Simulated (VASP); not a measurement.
# Li2S (Fm-3m) in VASP: notebook, part 2 of 2

VASP 6.6.1. Earlier steps stand in the parts before.

### Step 4. Single point, PBE (volume scaled by 1.03)

Contents of INCAR:

```
PREC     = Accurate       # precision mode
ENCUT    = 750            # plane-wave cutoff, eV
EDIFF    = 1E-6           # SCF threshold, eV
ISMEAR   = 0              # smearing method
SIGMA    = 0.02           # smearing width, eV
LREAL    = False          # projectors in reciprocal space
LASPH    = True           # aspherical terms in the spheres
NELM     = 120            # most SCF steps
ALGO     = Normal         # electronic algorithm
ISIF     = 2              # what is computed and relaxed
LWAVE    = False          # write WAVECAR
LCHARG   = False          # write CHGCAR
GGA      = PE             # functional
NBANDS   = 13             # bands
GGA_COMPAT= False
```

Contents of KPOINTS:

```
Automatic mesh
0
Gamma
  8 8 8
```

Contents of POSCAR:

```
Li2S
1.0
    0.0000000000      2.8810635021      2.8810635021
    2.8810635021      0.0000000000      2.8810635021
    2.8810635021      2.8810635021      0.0000000000
Li S
2 1
Direct
    0.2500000000      0.2500000000      0.2500000000
    0.7500000000      0.7500000000      0.7500000000
    0.0000000000      0.0000000000      0.0000000000
```

Potentials or basis: VASP PAW PBE potentials, release 64 (Li_sv, S).

Run with:

```sh
> cat potpaw_PBE.64/Li_sv/POTCAR potpaw_PBE.64/S/POTCAR > POTCAR
> mpirun -np 1 vasp_std > vasp.out
```

OUTCAR:

```text
PREC = Accurate
   ENCUT = 750
   EDIFF = 1E-6
   ISMEAR = 0
   LREAL = False
   LASPH = True
   NELM = 120
   ISIF = 2
   GGA = PE

 ion  position               nearest neighbor table
   1  0.250  0.250  0.250-   3 2.50   3 2.50   3 2.50   3 2.50
   2  0.750  0.750  0.750-   3 2.50   3 2.50   3 2.50   3 2.50
   3  0.000  0.000  0.000-   2 2.50   2 2.50   2 2.50   1 2.50   2 2.50   1 2.50   1 2.50   1 2.50

  LATTYP: Found a face centered cubic cell.
 ALAT       =     5.7621270042

  Lattice vectors:

 A1 = (   0.0000000000,   2.8810635021,   2.8810635021)
 A2 = (   2.8810635021,   0.0000000000,   2.8810635021)
 A3 = (   2.8810635021,   2.8810635021,   0.0000000000)

Analysis of symmetry for initial positions (statically):
[... 33 lines left out ...]
                                     Primitive cell

  volume of cell :      47.8287

  direct lattice vectors                    reciprocal lattice vectors
     0.000000000  2.881063502  2.881063502    -0.173547025  0.173547025  0.173547025
     2.881063502  0.000000000  2.881063502     0.173547025 -0.173547025  0.173547025
     2.881063502  2.881063502  0.000000000     0.173547025  0.173547025 -0.173547025

  length of vectors
     4.074439079  4.074439079  4.074439079     0.300592265  0.300592265  0.300592265

  position of ions in fractional coordinates (direct lattice)
     0.250000000  0.250000000  0.250000000
     0.750000000  0.750000000  0.750000000
     0.000000000  0.000000000  0.000000000

  ion indices of the primitive-cell ions
   primitive index   ion index
                 1           1
                 2           2
                 3           3

----------------------------------------------------------------------------------------

 KPOINTS: Automatic mesh

Automatic generation of k-mesh.
 Grid dimensions read from file:
 generate k-points for:    8    8    8

 Generating k-lattice:

  Cartesian coordinates                     Fractional coordinates (reciprocal lattice)
[... 87 lines left out ...]
   AEXX    =    0.0000 exact exchange contribution
   IVDW    =     0    specifies the selected vdW correction
   LEPSILON=     F    determine dielectric tensor
   LRPA    =     F    only Hartree local field effects (RPA)
 non-spin polarized calculation
 Gauss-broadening in eV      SIGMA  =   0.02
  energy-cutoff  :      750.00
  volume of cell :       47.83
 maximum number of plane-waves:      2252
   NGX = 19   NGY = 19   NGZ = 19

 number of electron      12.0000005 magnetization

 Free energy of the ion-electron system (eV)
  ---------------------------------------------------
  ext. energy  EPLUGINS =         0.00000000
  ---------------------------------------------------
  free energy    TOTEN  =       -11.98977394 eV

  energy without entropy =      -11.98977394  energy(sigma->0) =      -11.98977394

 E-fermi :   1.4460     XC(G=0):  -8.3828

 val. band max:        1.2634199808   @ k =   0.0000   0.0000   0.0000
 cond. band min:       4.6691162653   @ k =   0.5000   0.5000   0.0000
 fundamental gap:      3.4056962845
 Fermi energy:         1.4460220955

 k-point     1 :       0.0000    0.0000    0.0000
  band No.  band energies     occupation
      1     -42.9729      2.00000
      2     -42.9356      2.00000
      3      -9.6742      2.00000
      4       1.2634      2.00000
      5       1.2634      2.00000
      6       1.2634      2.00000
      7       5.3602      0.00000
      8       7.4737      0.00000
      9       7.4737      0.00000
     10       7.4737      0.00000
     11      12.3532      0.00000
     12      12.3532      0.00000
     13      13.5169      0.00000
[... 354 lines left out ...]
  band No.  band energies     occupation
      1     -42.9535      2.00000
      2     -42.9534      2.00000
      3      -9.2035      2.00000
      4      -1.2147      2.00000
      5       0.0681      2.00000
      6       0.4027      2.00000
      7       7.0837      0.00000
      8       7.7883      0.00000
      9       9.4973      0.00000
     10      10.1046      0.00000
     11      11.4496      0.00000
     12      12.7237      0.00000
     13      14.4600      0.00000

 [... further k-points ...]

------------------------ aborting loop because EDIFF is reached ----------------------------------------

  FORCE on cell =-STRESS in cart. coord.  units (eV):
  Direction    XX          YY          ZZ          XY          YZ          ZX
  --------------------------------------------------------------------------------------
  -------------------------------------------------------------------------------------
  Total       -0.4087331     -0.4087331     -0.4087331     -0.0000000      0.0000000      0.0000000
  in kB      -13.6918422    -13.6918422    -13.6918422     -0.0000000      0.0000000      0.0000000
  external PRESSURE =     -13.6918422 kB  Pullay stress =       0.0000000 kB

 VOLUME and BASIS-vectors are now :
 -----------------------------------------------------------------------------
  energy-cutoff  :      750.00
  volume of cell :       47.83
      direct lattice vectors                 reciprocal lattice vectors
     0.000000000  2.881063502  2.881063502    -0.173547025  0.173547025  0.173547025
     2.881063502  0.000000000  2.881063502     0.173547025 -0.173547025  0.173547025
     2.881063502  2.881063502  0.000000000     0.173547025  0.173547025 -0.173547025

 POSITION                                       TOTAL-FORCE (eV/Angst)
 -----------------------------------------------------------------------------------
      1.44053      1.44053      1.44053        -0.000000     -0.000000     -0.000000
      4.32160      4.32160      4.32160         0.000000      0.000000      0.000000
      0.00000      0.00000      0.00000        -0.000000     -0.000000     -0.000000
 -----------------------------------------------------------------------------------
    total drift:                                0.000000      0.000000      0.000000

  FREE ENERGIE OF THE ION-ELECTRON SYSTEM (eV)
  ---------------------------------------------------
  free  energy   TOTEN  =       -11.9897739401 eV

  energy  without entropy=      -11.9897739401  energy(sigma->0) =      -11.98977394
```

OSZICAR:

```text
N       E                     dE             d eps       ncg     rms          rms(c)
DAV:   1     0.532601286799E+02    0.53260E+02   -0.65695E+03   754   0.117E+03
DAV:   2    -0.462939039820E+01   -0.57890E+02   -0.54596E+02   939   0.225E+02
DAV:   3    -0.120362687692E+02   -0.74069E+01   -0.73622E+01  1373   0.525E+01
DAV:   4    -0.122888718451E+02   -0.25260E+00   -0.25243E+00  1038   0.119E+01
DAV:   5    -0.122972144952E+02   -0.83427E-02   -0.83422E-02  1154   0.175E+00    0.381E+00
DAV:   6    -0.119931346101E+02    0.30408E+00   -0.53036E-01   893   0.287E+00    0.283E+00
DAV:   7    -0.119784705705E+02    0.14664E-01   -0.13474E-01  1057   0.164E+00    0.177E+00
DAV:   8    -0.119901783436E+02   -0.11708E-01   -0.29997E-02   974   0.961E-01    0.789E-01
DAV:   9    -0.119895957727E+02    0.58257E-03   -0.10006E-03  1039   0.192E-01    0.497E-01
DAV:  10    -0.119898228365E+02   -0.22706E-03   -0.18778E-03   834   0.208E-01    0.305E-01
DAV:  11    -0.119897729576E+02    0.49879E-04   -0.13460E-04  1068   0.705E-02    0.113E-01
DAV:  12    -0.119897739401E+02   -0.98243E-06   -0.35551E-06   979   0.142E-02
   1 F= -.11989774E+02 E0= -.11989774E+02  d E =-.414480E-40
```

stdout:

```text
POSCAR found type information on POSCAR LiS
 POSCAR found :  2 types and       3 ions
 scaLAPACK will be used
 LDA part: xc-table for (Slater+PW92), standard interpolation
 POSCAR, INCAR and KPOINTS ok, starting setup
 FFT: planning ... GRIDC
 FFT: planning ... GRID_SOFT
 FFT: planning ... GRID
 WAVECAR not read
 entering main loop
```

Run time: 48 s. Hardware: 1 thread of AMD EPYC 7R43 (Zen 3), shared host; peak memory 0.17 GiB.

What came out:

```
Free energy            : -11.9898 eV
Pressure               : -1.4 GPa
Band gap on the k mesh : 3.41 eV, indirect (least direct gap 4.10 eV)
```

 A k mesh can miss the band edges.

### Step 5. Summary

```tsv
cell	gap on the mesh (eV)	pressure (GPa)
a = 4.023 Å, angles 60.0°, 3 atoms	3.39	0.2
a = 4.034 Å, angles 60.0°, 3 atoms	3.39	-0.1
a = 4.074 Å, angles 60.0°, 3 atoms	3.41	-1.4
```

Alike in all rows: task single point; level PBE; potentials or basis VASP PAW PBE potentials, release 64 (Li_sv, S); no spin polarisation; k mesh 8 × 8 × 8; cutoff (eV) 750; smearing gaussian 0.02 eV.

Absolute energies hang on the potentials; compare differences alone.
